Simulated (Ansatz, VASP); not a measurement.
Si5C: VASP beside Ansatz

File INCAR:

```
PREC = Accurate
ENCUT = 600
EDIFF = 1E-6
ISMEAR = 0
SIGMA = 0.1
LREAL = False
LASPH = True
NELM = 100
ALGO = Normal
ISIF = 3
LWAVE = False
LCHARG = False
GGA = PE
IBRION = 2
NSW = 100
EDIFFG = -0.01
```

Contents of KPOINTS:

```
Automatic mesh
0
Gamma
  10 10 10
```

POSCAR

```
Si5C
1.0
    0.0000000000      3.4994719630      3.4994719630
    3.4994719630      0.0000000000      3.4994719630
    3.4994719630      3.4994719630      0.0000000000
Si C
5 1
Direct
    0.2500000000      0.2500000000      0.2500000000
    0.6256005933      0.6256005933      0.6256005933
    0.1231982202      0.6256005933      0.6256005933
    0.6256005933      0.6256005933      0.1231982202
    0.6256005933      0.1231982202      0.6256005933
    0.0000000000      0.0000000000      0.0000000000
```

Input for Ansatz:

```yaml
crystal:
  lattice:
    - [0.0, 3.499471963, 3.499471963]
    - [3.499471963, 0.0, 3.499471963]
    - [3.499471963, 3.499471963, 0.0]
  atoms:
    - { symbol: Si, position: [0.25, 0.25, 0.25] }
    - { symbol: Si, position: [0.6256005933, 0.6256005933, 0.6256005933] }
    - { symbol: Si, position: [0.1231982202, 0.6256005933, 0.6256005933] }
    - { symbol: Si, position: [0.6256005933, 0.6256005933, 0.1231982202] }
    - { symbol: Si, position: [0.6256005933, 0.1231982202, 0.6256005933] }
    - { symbol: C, position: [0.0, 0.0, 0.0] }
basis:
  ecutwfc: 420
kpoints:
  mp_grid: { grid: [10, 10, 10] }
hamiltonian:
  xc: pbe
scf:
  occupations: { method: gaussian, width: 0.1 }
output:
  forces: true
  stress: true
  eigenvalues: true
  write_density: true
  write_potential: true
  elf: true
  volumetric_format: npy
relax:
  adjacent_minimum: "off"
  f_tol: 0.01
  max_steps: 80
  cell: { stress_tol: 0.05 }
```

Change from the starting cell: species swapped into the ZrNi5 type (F-43m, No. 216).

Alike in both runs: task relaxation of cell and atoms; functional PBE; k mesh 10 × 10 × 10; occupations gaussian, width 0.1 eV; no spin polarisation.

```csv
,VASP,Ansatz
version,VASP 6.6.1,Ansatz 0.2.0
potentials or method,"VASP PAW PBE potentials, release 64 (Si, C), cutoff 600 eV","scalar-relativistic, plane waves, PAW"
valence electrons in the cell,24,24
```

Ansatz gave:

- gap on the k mesh at the Fermi level, each at its own relaxed structure (eV): none
- relaxed volume (Å³/atom): 14.36
- relaxed length of the cell vector where the two differ most in proportion (Å): 4.957

Q: What did VASP give for the same quantities?

A: gap on the k mesh at the Fermi level, each at its own relaxed structure (eV): none; relaxed volume (Å³/atom): 14.35; relaxed length of the cell vector where the two differ most in proportion (Å): 4.956.

A gap of «none» marks a metal or a gap that the smearing closes.
